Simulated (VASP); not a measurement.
Set up this calculation in VASP 6.6.1, as the native input.

- Task: single point
- Functional: LDA
- Potentials or basis: VASP PAW LDA potentials, release 64 (La, Zn)
- Cutoff: 520 eV
- k mesh: 10 × 10 × 10
- Occupations: fermi-dirac, width 0.08 eV
- Spin: no spin polarisation
- Dipole correction: no
- Further INCAR settings: ALGO = Normal; EDIFF = 1e-07; NBANDS = 18

The structure of LaZn lies in POSCAR:

```
LaZn
1.0
    3.6460354636      0.0000000000      0.0000000000
    0.0000000000      3.6460354636      0.0000000000
    0.0000000000      0.0000000000      3.6460354636
La Zn
1 1
Direct
    0.5000000000      0.5000000000      0.5000000000
    0.0000000000      0.0000000000      0.0000000000
```

The input as run:

INCAR

```
ALGO = Normal
EDIFF = 1E-7
ENCUT = 520
ISIF = 2
ISMEAR = -1
LASPH = T
LCHARG = F
LREAL = F
LWAVE = F
NBANDS = 18
NELM = 100
PREC = Accurate
SIGMA = 0.08
```

KPOINTS

```
k-points
0
Gamma
  10 10 10
```

Potentials or basis: VASP PAW LDA potentials, release 64 (La, Zn).

The run is started by

```bash
$ cat potpaw_LDA.64/La/POTCAR potpaw_LDA.64/Zn/POTCAR > POTCAR
$ mpirun -np 1 vasp_std > vasp.out
```

Results of the run:

```
Pressure               : 0.1 GPa
Band gap on the k mesh : zero (an odd number of electrons rules out a gap without spin polarisation)
```

Caveat: spin-orbit coupling is left out, which moves the levels of the heavy elements.

It took 52 s on 1 thread of Oxide Virtual Turin-like Processor (shared host), peak memory 0.16 GiB.
